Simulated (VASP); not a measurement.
# C in VASP: further runs, part 2 of 2

VASP 6.6.1. Earlier steps stand in the parts before.

## 3. Single point, PBE

INCAR reads:

```
SYSTEM = C
ALGO = Normal
DIPOL = 0.5 0.5 0.313
EDIFF = 1E-6
ENCUT = 520
GGA = PE
IDIPOL = 3
ISIF = 2
ISMEAR = 0
LASPH = .True.
LCHARG = .True.
LDIPOL = .True.
LELF = .True.
LREAL = .False.
LVACPOTAV = .True.
LVHAR = .True.
LWAVE = .False.
NBANDS = 38
NELM = 80
PREC = Accurate
SIGMA = 0.1
```

KPOINTS reads:

```
k-points
0
Gamma
  6 3 1
  0 0 0
```

POSCAR reads:

```
C
1.0
    4.9326910637      0.0000000000      0.0000000000
   -1.2331727659      8.7858796705      0.0000000000
    0.0000000000      0.0000000000     20.2907137603
C
13
Direct
    0.0197005045      0.0788020180      0.1971345142
    0.5197005045      0.0788020180      0.1971345142
    0.2746256306      0.0985025225      0.2311704236
    0.7746256306      0.0985025225      0.2311704236
    0.2844758829      0.1379035315      0.2992422423
    0.7844758829      0.1379035315      0.2992422423
    0.0392967055      0.1571967531      0.3324023561
    0.5392967055      0.1571967531      0.3324023561
    0.0496769843      0.1987214031      0.4035397279
    0.5496769843      0.1987214031      0.4035397279
    0.3040736562      0.2163109382      0.4332382717
    0.8040736562      0.2163109382      0.4332382717
    0.3040736562      0.9663109382      0.2764321154
```

Potentials or basis: VASP PAW PBE potentials, release 64 (C).

On the command line:

```sh
$ cat potpaw_PBE.64/C/POTCAR > POTCAR
$ mpirun -np 1 vasp_std > vasp.out
```

OUTCAR:

```text
SYSTEM = C
   EDIFF = 1E-6
   ENCUT = 520
   GGA = PE
   ISIF = 2
   ISMEAR = 0
   LASPH = .True.
   LREAL = .False.
   NELM = 80
   PREC = Accurate

 ion  position               nearest neighbor table
   1  0.020  0.079  0.197-   3 1.42   4 1.42
   2  0.520  0.079  0.197-   4 1.42   3 1.42
   3  0.275  0.099  0.231-   5 1.42   1 1.42   2 1.42  13 1.51
   4  0.775  0.099  0.231-   6 1.42   2 1.42   1 1.42
   5  0.284  0.138  0.299-   8 1.41   7 1.41   3 1.42  13 1.61
   6  0.784  0.138  0.299-   7 1.41   8 1.41   4 1.42
   7  0.039  0.157  0.332-   6 1.41   5 1.41   9 1.49
   8  0.539  0.157  0.332-   5 1.41   6 1.41  10 1.49
   9  0.050  0.199  0.404-  11 1.38  12 1.38   7 1.49
[... 635 lines left out ...]
     4.932691064  0.000000000  0.000000000     0.202729096  0.028454749  0.000000000
    -1.233172766  8.785879670  0.000000000     0.000000000  0.113818996  0.000000000
     0.000000000  0.000000000 20.290713760     0.000000000  0.000000000  0.049283629

 POSITION                                       TOTAL-FORCE (eV/Angst)
 -----------------------------------------------------------------------------------
      0.00000      0.69235      4.00000        -1.690142      0.490516      1.026661
      2.46635      0.69235      4.00000         1.127042      0.125050      0.865411
      1.23317      0.86543      4.69061        -0.451239     -0.307829     -4.777230
      3.69952      0.86543      4.69061         0.770054     -1.178898     -3.376402
      1.23317      1.21160      6.07184         0.041225      0.523268      3.049579
      3.69952      1.21160      6.07184         0.875131      0.368395      2.302894
     -0.00001      1.38111      6.74468        -1.756427      0.462921      0.457712
      2.46633      1.38111      6.74468         1.216261      0.705525      0.522894
     -0.00002      1.74594      8.18811         0.008092     -0.079949      0.136483
      2.46633      1.74594      8.18811         0.099277     -0.120727      0.228100
      1.23315      1.90048      8.79071        -0.057372      0.135013     -0.155758
      3.69950      1.90048      8.79071        -0.075652     -0.037947     -0.292969
      0.30827      8.48989      5.60900        -0.106252     -1.085340      0.012625
 -----------------------------------------------------------------------------------
    total drift:                                0.000090     -0.000257      0.000258

  FREE ENERGIE OF THE ION-ELECTRON SYSTEM (eV)
  ---------------------------------------------------
  free  energy   TOTEN  =      -101.0334211364 eV

  energy  without entropy=     -100.9673140929  energy(sigma->0) =     -101.00036761

 vacuum level on the upper side and lower side of the slab         1.216         1.676
```

OSZICAR:

```text
N       E                     dE             d eps       ncg     rms          rms(c)
DAV:   1     0.454488019472E+03    0.45449E+03   -0.17598E+04   848   0.959E+02
DAV:   2    -0.763954251527E+01   -0.46213E+03   -0.43904E+03  1176   0.218E+02
DAV:   3    -0.104039101239E+03   -0.96400E+02   -0.95502E+02   968   0.108E+02
DAV:   4    -0.107773462122E+03   -0.37344E+01   -0.37065E+01   944   0.282E+01
[... 19 lines left out ...]
DAV:  24    -0.101033399606E+03   -0.22766E-04   -0.13625E-06   802   0.256E-03    0.165E-03
DAV:  25    -0.101033412762E+03   -0.13156E-04   -0.62166E-07   732   0.173E-03    0.865E-04
DAV:  26    -0.101033417731E+03   -0.49692E-05   -0.24358E-07   690   0.109E-03    0.265E-04
DAV:  27    -0.101033420140E+03   -0.24086E-05   -0.10368E-07   700   0.743E-04    0.184E-04
DAV:  28    -0.101033421136E+03   -0.99653E-06   -0.56502E-08   630   0.513E-04
   1 F= -.10103342E+03 E0= -.10100037E+03  d E =-.661070E-01
```

Run time: 21 min. Hardware: 1 thread of AMD EPYC 7R13, shared host; peak memory 0.93 GiB.

Results:

| Quantity | Value |
| --- | --- |
| Free energy | -101.0334 eV |
| Largest force | 4.808 eV/Å |
| Band gap on the k mesh | 0.04 eV, indirect (least direct gap 0.06 eV) |

Forces on the atoms (eV/Å):
```
C   -1.690  0.491  1.027
C    1.127  0.125  0.865
C   -0.451 -0.308 -4.777
C    0.770 -1.179 -3.376
C    0.041  0.523  3.050
C    0.875  0.368  2.303
C   -1.756  0.463  0.458
C    1.216  0.706  0.523
C    0.008 -0.080  0.136
C    0.099 -0.121  0.228
C   -0.057  0.135 -0.156
C   -0.076 -0.038 -0.293
C   -0.106 -1.085  0.013
```

Levels at points of the mesh, in eV from the valence-band top:
```
           k point  band 23  band 24  band 25  band 26  band 27  band 28  band 29  band 30
(0.00, 0.00, 0.00)    -0.77    -0.53    -0.42    -0.03     0.15     0.53     0.74     2.03
(0.50, 0.00, 0.00)    -1.71    -0.34    -0.18     0.00     0.06     0.84     1.57     2.59
```

## 4. Single point, PBE

INCAR reads:

```
  PREC = Accurate
  ENCUT = 520
  EDIFF = 1E-6
  ISMEAR = 0
  SIGMA = 0.1
  LREAL = False
  LASPH = True
  NELM = 100
  ALGO = Normal
  ISIF = 2
  LWAVE = False
  LCHARG = False
  LDIPOL = True
  IDIPOL = 3
  DIPOL = 0.5 0.5 0.313
  GGA = PE
  NBANDS = 38
```

KPOINTS reads:

```
regular mesh
0
Gamma
  6 3 1
```

Changes to POSCAR since step 3:

```diff
@@ -20,2 +20,2 @@
     0.8040736562      0.2163109382      0.4332382717
-    0.3040736562      0.9663109382      0.2764321154
+    0.6790736562      0.9663109382      0.2762496452
```

On the command line:

```sh
$ cat potpaw_PBE.64/C/POTCAR > POTCAR
$ mpirun -np 1 vasp_std > vasp.out
```

Wall time 21 min (1 thread of AMD EPYC 7R13, shared host); peak memory 0.93 GiB.

The run converged. Its results:

| Item | Value |
| --- | --- |
| Free energy | -101.0333 eV |
| Largest force | 4.826 eV/Å |
| Band gap on the k mesh | 0.04 eV, indirect (least direct gap 0.06 eV) |

Forces on the atoms (eV/Å):
```
C    1.690  0.490  1.021
C   -1.132  0.123  0.861
C   -0.767 -1.179 -3.371
C    0.467 -0.275 -4.795
C   -0.875  0.367  2.303
C   -0.048  0.518  3.051
C    1.753  0.459  0.456
C   -1.212  0.705  0.525
C   -0.009 -0.081  0.133
C   -0.100 -0.121  0.224
C    0.075 -0.037 -0.291
C    0.059  0.136 -0.154
C    0.099 -1.106  0.038
```

Levels at points of the mesh, in eV from the valence-band top:
```csv
k point,band 22,band 23,band 24,band 25,band 26,band 27,band 28,band 29,band 30,band 31
"(0.00, 0.00, 0.00)",-2.03,-0.77,-0.53,-0.42,-0.03,0.15,0.53,0.74,2.03,2.80
"(0.50, 0.00, 0.00)",-2.22,-1.71,-0.34,-0.18,0.00,0.06,0.84,1.57,2.60,3.17
```
